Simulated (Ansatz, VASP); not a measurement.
One calculation of Re, two programs

```xyz
4
Lattice="2.7664 0.0000 0.0000 -1.3832 2.3958 0.0000 0.0000 0.0000 8.9388" Properties=species:S:1:pos:R:3 pbc="T T T"
Re    0.0000    0.0000    0.0000
Re    0.0000    1.5972    2.2347
Re    0.0000    0.0000    4.4694
Re    1.3832    0.7986    6.7041
```

Alike in both runs: task relaxation of cell and atoms; functional PBE; dispersion D3(BJ); k mesh 18 × 18 × 6; occupations gaussian, width 0.1 eV; no spin polarisation.

|  | VASP | Ansatz |
| --- | --- | --- |
| version | VASP 6.6.1 | Ansatz 0.2.0 |
| potentials or method | VASP PAW PBE potentials, release 64 (Re), cutoff 600 eV | scalar-relativistic, plane waves, PAW |
| valence electrons in the cell | 28 | 60 |

Ansatz gave:

| Quantity | Value |
| --- | --- |
| gap on the k mesh at the Fermi level, each at its own relaxed structure (eV) | none |
| relaxed volume (Å³/atom) | 14.65 |
| relaxed length of the cell vector where the two differ most in proportion (Å) | 8.893 |

Question: What did VASP give for the same quantities?

Answer: gap on the k mesh at the Fermi level, each at its own relaxed structure (eV): none; relaxed volume (Å³/atom): 14.64; relaxed length of the cell vector where the two differ most in proportion (Å): 8.890.

A gap of «none» marks a metal or a gap that the smearing closes. VASP's potentials hold 28 valence electrons a cell and Ansatz's 60, so a difference there can come from the potentials and not from the codes.

Neither program's run includes spin-orbit coupling. Noted on VASP's run: too few bands were computed for a metal, which touches its energy and stress.
